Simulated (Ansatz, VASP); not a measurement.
**Cd4C: VASP beside Ansatz**

```
Cd C
1.0
    -2.95920    2.95920    2.95920
     2.95920   -2.95920    2.95920
     2.95920    2.95920   -2.95920
Cd C
4 1
Direct
  0.50000 0.50000 0.50000
  0.50000 0.00000 0.00000
  0.00000 0.00000 0.50000
  0.00000 0.50000 0.00000
  0.00000 0.00000 0.00000
```

Change from the starting cell: species swapped into the Hg4Pt type (Im-3m, No. 229).

Alike in both runs: task single point; functional PBE; k mesh 4 × 4 × 4; occupations gaussian, width 0.1 eV; no spin polarisation.

|  | VASP | Ansatz |
| --- | --- | --- |
| version | VASP 6.6.1 | Ansatz 0.2.0 |
| potentials or method | VASP PAW PBE potentials, release 64 (Cd, C), cutoff 520 eV | scalar-relativistic, plane waves, PAW |
| valence electrons in the cell | 52 | 84 |

|  | VASP | Ansatz | Ansatz less VASP |
| --- | --- | --- | --- |
| gap on the k mesh at the Fermi level (eV) | none | none | - |
| pressure (GPa) | 1.2 | 0.7 | -0.45 |

A gap of «none» marks a metal or a gap that the smearing closes. The functional is the same, so the differences come from potentials, cutoffs and numerics. VASP's potentials hold 52 valence electrons a cell and Ansatz's 84, so a difference there can come from the potentials and not from the codes.

The k mesh is coarse, so the values compare programs but aren't converged.
